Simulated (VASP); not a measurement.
# C (Fd-3m) in VASP: density of states with PBE

Aim: the density of states of C with PBE.

Everything below comes from runs of VASP 6.6.1. Logs are shortened: lines on timing, memory, paths and dates and some standing lists are left out, and cuts for length are marked.

### Step 1. The cell of the first run

Symmetry: Fd-3m, No. 227, cubic system. Conventional cell: a = 3.567 Å, b = 3.567 Å, c = 3.567 Å, α = 90.00°, β = 90.00°, γ = 90.00°. Within 2.1 Å of C (site symmetry -43m) lie 4 C at 1.54 Å.

### Step 2. Density of states, PBE

The input, POSCAR:

```
C
1.0
    0.0000000000      1.7833700000      1.7833700000
    1.7833700000      0.0000000000      1.7833700000
    1.7833700000      1.7833700000      0.0000000000
C
2
Direct
    0.0000000000      0.0000000000      0.0000000000
    0.2500000000      0.2500000000      0.2500000000
```

The input, INCAR.step1:

```
SYSTEM = C
PREC = Accurate ; ENCUT = 520
EDIFF = 1E-6 ; ISMEAR = 0
SIGMA = 0.01 ; LREAL = .False.
LASPH = .True. ; NELM = 80
ALGO = Normal ; ISIF = 2
LWAVE = .False. ; LCHARG = .True.
GGA = PE ; NBANDS = 11
```

The input, KPOINTS.step1:

```
Automatic mesh
0
Gamma
  10 10 10
  0 0 0
```

The input, INCAR.step2:

```
SYSTEM = C
PREC = Accurate ; ENCUT = 520
EDIFF = 1E-6 ; ISMEAR = -5
SIGMA = 0.01 ; LREAL = .False.
LASPH = .True. ; NELM = 80
ALGO = Normal ; ISIF = 2
LWAVE = .False. ; LCHARG = .False.
GGA = PE ; LORBIT = 11
NEDOS = 2001 ; ICHARG = 11
```

The input, KPOINTS.step2:

```
Automatic mesh
0
Gamma
  15 15 15
  0 0 0
```

Potentials or basis: VASP PAW PBE potentials, release 64 (C).

The run is started by

```sh
$ cat potpaw_PBE.64/C/POTCAR > POTCAR
$ cp INCAR.step1 INCAR
$ cp KPOINTS.step1 KPOINTS
$ mpirun -np 1 vasp_std > vasp.out
$ cp INCAR.step2 INCAR
$ cp KPOINTS.step2 KPOINTS
$ mpirun -np 1 vasp_std > vasp.out
```

OUTCAR:

```text
SYSTEM = C
   PREC = Accurate
   ENCUT = 520
   EDIFF = 1E-6
   ISMEAR = -5
   LREAL = .False.
   LASPH = .True.
   NELM = 80
   ISIF = 2
   GGA = PE
   LORBIT = 11
   ICHARG = 11

 ion  position               nearest neighbor table
   1  0.000  0.000  0.000-   2 1.54   2 1.54   2 1.54   2 1.54
   2  0.250  0.250  0.250-   1 1.54   1 1.54   1 1.54   1 1.54

  LATTYP: Found a face centered cubic cell.
 ALAT       =     3.5667400000

  Lattice vectors:

 A1 = (   0.0000000000,   1.7833700000,   1.7833700000)
 A2 = (   1.7833700000,   0.0000000000,   1.7833700000)
 A3 = (   1.7833700000,   1.7833700000,   0.0000000000)

Analysis of symmetry for initial positions (statically):
=====================================================================
 Subroutine PRICEL returns:
 Original cell was already a primitive cell.

 Routine SETGRP: Setting up the symmetry group for a
 face centered cubic supercell.

 Subroutine GETGRP returns: Found 48 space group operations
 (whereof 24 operations were pure point group operations)
 out of a pool of 48 trial point group operations.

The static configuration has the point symmetry T_d .
 The point group associated with its full space group is O_h .

Analysis of symmetry for dynamics (positions and initial velocities):
=====================================================================
 Subroutine PRICEL returns:
 Original cell was already a primitive cell.

 Routine SETGRP: Setting up the symmetry group for a
 face centered cubic supercell.

 Subroutine GETGRP returns: Found 48 space group operations
 (whereof 24 operations were pure point group operations)
 out of a pool of 48 trial point group operations.

The dynamic configuration has the point symmetry T_d .
 The point group associated with its full space group is O_h .

 Subroutine INISYM returns: Found 48 space group operations
 (whereof 24 operations are pure point group operations),
 and found     1 'primitive' translations

----------------------------------------------------------------------------------------

                                     Primitive cell

  volume of cell :      11.3437

  direct lattice vectors                    reciprocal lattice vectors
     0.000000000  1.783370000  1.783370000    -0.280368067  0.280368067  0.280368067
     1.783370000  0.000000000  1.783370000     0.280368067 -0.280368067  0.280368067
     1.783370000  1.783370000  0.000000000     0.280368067  0.280368067 -0.280368067

  length of vectors
     2.522066041  2.522066041  2.522066041     0.485611737  0.485611737  0.485611737

  position of ions in fractional coordinates (direct lattice)
     0.000000000  0.000000000  0.000000000
     0.250000000  0.250000000  0.250000000

  ion indices of the primitive-cell ions
   primitive index   ion index
                 1           1
                 2           2

----------------------------------------------------------------------------------------

 KPOINTS: Automatic mesh

Automatic generation of k-mesh.
 Grid dimensions read from file:
 generate k-points for:   15   15   15

 Generating k-lattice:

  Cartesian coordinates                     Fractional coordinates (reciprocal lattice)
    -0.018691204  0.018691204  0.018691204     0.066666667  0.000000000  0.000000000
     0.018691204 -0.018691204  0.018691204     0.000000000  0.066666667  0.000000000
     0.018691204  0.018691204 -0.018691204     0.000000000  0.000000000  0.066666667

  Length of vectors
     0.032374116  0.032374116  0.032374116

  Shift w.r.t. Gamma in fractional coordinates (k-lattice)
     0.000000000  0.000000000  0.000000000

 TETIRR: Found    484 inequivalent tetrahedra from    20250

 Subroutine IBZKPT returns following result:
 ===========================================

 Found    120 irreducible k-points:

 Following reciprocal coordinates:
            Coordinates               Weight
  0.000000  0.000000  0.000000      1.000000
  0.066667  0.000000  0.000000      8.000000
  0.133333  0.000000  0.000000      8.000000
  0.200000  0.000000  0.000000      8.000000
  0.266667  0.000000  0.000000      8.000000
  0.333333  0.000000  0.000000      8.000000
[... 16 lines left out ...]
  0.133333  0.133333  0.000000      6.000000
  0.200000  0.133333  0.000000     24.000000
 [... further k-points ...]
   k-points           NKPTS =    120   k-points in BZ     NKDIM =    120   number of bands    NBANDS=      8
   number of dos      NEDOS =   2001   number of ions     NIONS =      2
   total plane-waves  NPLWV =   8000
   dimension x,y,z NGX =    20 NGY =   20 NGZ =   20
   dimension x,y,z NGXF=    40 NGYF=   40 NGZF=   40
   ions per type =               2
   NGX,Y,Z   is equivalent  to a cutoff of  13.18, 13.18, 13.18 a.u.
   NGXF,Y,Z  is equivalent  to a cutoff of  26.37, 26.37, 26.37 a.u.
 SYSTEM =  C
   PREC   = accura    normal or accurate (medium, high low for compatibility)
   ISTART =      0    job   : 0-new  1-cont  2-samecut
   ICHARG =     11    charge: 1-file 2-atom 10-const
   ISPIN  =      1    spin polarized calculation?
   LNONCOLLINEAR =      F non collinear calculations
   LSORBIT =      F    spin-orbit coupling
   LASPH  =      T    aspherical Exc in radial PAW
   ENCUT  =  520.0 eV  38.22 Ry    6.18 a.u.   4.69  4.69  4.69*2*pi/ulx,y,z
   NELM   =     80;   NELMIN=  2; NELMDL=  0     # of ELM steps
   EDIFF  = 0.1E-05   stopping-criterion for ELM
   LREAL  =      F    real-space projection
   EDIFFG = 0.1E-04   stopping-criterion for IOM
   NSW    =      0    number of steps for IOM
   IBRION =     -1    ionic relax: 0-MD 1-quasi-New 2-CG
   NFREE  =      0    steps in history (QN), initial steepest desc. (CG)
   ISIF   =      2    stress and relaxation
   ISYM   =      2    0-nonsym 1-usesym 2-fastsym
   POTIM  = 0.5000    time-step for ionic-motion
   TEBEG  =    0.0;   TEEND  =   0.0 temperature during run
   PSTRESS=    0.0 pullay stress
   NELECT =       8.0000    total number of electrons
   NUPDOWN=      -1.0000    fix difference up-down
   EMIN   =  10.00;   EMAX   =-10.00  energy-range for DOS
   EFERMI =   0.00;   METHOD = LEGACY
   ISMEAR =    -5;   SIGMA  =   0.01  broadening in eV -4-tet -1-fermi 0-gaus
   EFERMI_NEDOS =   21; number of points for ismear=-14 and -15
   IALGO  =     38    algorithm
   IMIX   =      4    mixing-type and parameters
     AMIX     =   0.40;   BMIX     =  1.00
     AMIX_MAG =   1.60;   BMIX_MAG =  1.00
  volume/ion in A,a.u.               =       5.67        38.28
  Fermi-wavevector in a.u.,A,eV,Ry     =   1.457203  2.753714 28.891161  2.123440
  Thomas-Fermi vector in A             =   2.574032
   LORBIT       =     11    0 simple, 1 ext, 2 COOP (PROOUT), +10 PAW based schemes
   GGA     = PE    functional components
   LHFCALC =     F    Hartree Fock is set to
   AEXX    =    0.0000 exact exchange contribution
   IVDW    =     0    specifies the selected vdW correction
   LEPSILON=     F    determine dielectric tensor
   LRPA    =     F    only Hartree local field effects (RPA)
 non-spin polarized calculation
 Fermi weights with tetrahedron method with Bloechl corrections
  energy-cutoff  :      520.00
  volume of cell :       11.34
 maximum number of plane-waves:       322

 number of electron       7.9999999 magnetization

 Free energy of the ion-electron system (eV)
  ---------------------------------------------------
  ext. energy  EPLUGINS =         0.00000000
  ---------------------------------------------------
  free energy    TOTEN  =       -18.18525207 eV

  energy without entropy =      -18.18525207  energy(sigma->0) =      -18.18525207

 E-fermi :   9.7372     XC(G=0): -13.2509

 val. band max:        9.7301338077   @ k =   0.0000   0.0000   0.0000
 cond. band min:      13.8831138346   @ k =   0.3333   0.3333   0.0000
 fundamental gap:      4.1529800269
 Fermi energy:         9.7372026378

 k-point     1 :       0.0000    0.0000    0.0000
  band No.  band energies     occupation
      1     -11.7472      2.00000
      2       9.7301      2.00000
      3       9.7301      2.00000
      4       9.7301      2.00000
      5      15.3200      0.00000
      6      15.3200      0.00000
      7      15.3200      0.00000
      8      23.0621      0.00000

 k-point     2 :       0.0667    0.0000    0.0000
  band No.  band energies     occupation
      1     -11.6241      2.00000
      2       8.9057      2.00000
      3       9.5164      2.00000
      4       9.5164      2.00000
      5      15.5995      0.00000
      6      15.5995      0.00000
      7      15.8156      0.00000
      8      23.1681      0.00000

 k-point     3 :       0.1333    0.0000    0.0000
  band No.  band energies     occupation
      1     -11.2555      2.00000
      2       7.0556      2.00000
      3       9.0053      2.00000
      4       9.0053      2.00000
      5      16.2738      0.00000
      6      16.2738      0.00000
      7      16.7158      0.00000
      8      23.4794      0.00000
[... 210 lines left out ...]
 k-point    23 :       0.1333    0.1333    0.0000
  band No.  band energies     occupation
      1     -11.0919      2.00000
      2       7.8350      2.00000
      3       7.8350      2.00000
      4       8.2370      2.00000
      5      14.8618      0.00000
      6      17.7728      0.00000
      7      17.7728      0.00000
      8      22.9710      0.00000

 k-point    24 :       0.2000    0.1333    0.0000
  band No.  band energies     occupation
      1     -10.6439      2.00000
      2       6.2614      2.00000
      3       7.1837      2.00000
      4       7.9365      2.00000
      5      14.9992      0.00000
      6      18.6808      0.00000
      7      18.7062      0.00000
      8      22.6052      0.00000

 [... further k-points ...]

------------------------ aborting loop because EDIFF is reached ----------------------------------------

  FORCE on cell =-STRESS in cart. coord.  units (eV):
  Direction    XX          YY          ZZ          XY          YZ          ZX
  --------------------------------------------------------------------------------------
  -------------------------------------------------------------------------------------
  Total        0.1740113      0.1740113      0.1740113      0.0000000      0.0000000     -0.0000000
  in kB       24.5772651     24.5772651     24.5772651      0.0000000      0.0000000     -0.0000000
  external PRESSURE =      24.5772651 kB  Pullay stress =       0.0000000 kB

 VOLUME and BASIS-vectors are now :
 -----------------------------------------------------------------------------
  energy-cutoff  :      520.00
  volume of cell :       11.34
      direct lattice vectors                 reciprocal lattice vectors
     0.000000000  1.783370000  1.783370000    -0.280368067  0.280368067  0.280368067
     1.783370000  0.000000000  1.783370000     0.280368067 -0.280368067  0.280368067
     1.783370000  1.783370000  0.000000000     0.280368067  0.280368067 -0.280368067

 POSITION                                       TOTAL-FORCE (eV/Angst)
 -----------------------------------------------------------------------------------
      0.00000      0.00000      0.00000        -0.000000     -0.000000     -0.000000
      0.89168      0.89168      0.89168         0.000000      0.000000      0.000000
 -----------------------------------------------------------------------------------
    total drift:                                0.000000      0.000000      0.000000

  FREE ENERGIE OF THE ION-ELECTRON SYSTEM (eV)
  ---------------------------------------------------
  free  energy   TOTEN  =       -18.1852520728 eV

  energy  without entropy=      -18.1852520728  energy(sigma->0) =      -18.18525207

 total charge

# of ion       s       p       d       tot
------------------------------------------
    1        0.829   1.748   0.000   2.577
    2        0.829   1.748   0.000   2.577
--------------------------------------------------
tot          1.659   3.496   0.000   5.154
```

Wall time 7.2 s (1 thread of Intel Xeon Platinum 8488C (Sapphire Rapids), shared host); peak memory 0.12 GiB.

What came out:

```yaml
Valence_electrons_inside_the_program's_atomic_spheres: C 2.58
```
